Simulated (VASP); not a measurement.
MgO:

```
CELL_PARAMETERS angstrom
0.00000 2.30616 2.30616
2.30616 0.00000 2.30616
2.30616 2.30616 0.00000
ATOMIC_POSITIONS crystal
Mg 0.50000 0.50000 0.50000
O 0.75000 0.75000 0.75000
```

* Program: VASP 6.6.1
* Task: relaxation of cell and atoms
* Functional: BLYP
* Dispersion: D3(BJ)
* Potentials or basis: VASP PAW PBE potentials, release 64 (Mg, O)
* Cutoff: 600 eV
* k mesh: 10 × 10 × 10
* Occupations: fermi-dirac, width 0.05 eV
* Spin: no spin polarisation

At the start: pressure -5.4 GPa; volume 12.27 Å³/atom.

Problem. Where does the relaxation end?

Solution. Over 3 steps the energy falls by 9.8 meV/atom and the volume is 11.70 Å³/atom (-4.6 %); space group F-43m (No. 216, to 0.05 Å).

Step by step:
```csv
step,energy change (eV),largest force (eV/Å),pressure (GPa),volume (Å³)
1,0.0000,0.0000,-5.38,24.53
2,-0.0179,0.0000,1.76,23.10
3,-0.0196,0.0000,0.00,23.41
```

Final structure:
```xyz
2
Lattice="0.0000 2.2704 2.2704 2.2704 0.0000 2.2704 2.2704 2.2704 0.0000" Properties=species:S:1:pos:R:3 pbc="T T T"
Mg    2.2704    2.2704    2.2704
O     3.4056    3.4056    3.4056
```

Caveat: the PAW data sets were made with another functional, which shifts forces and pressure a little.
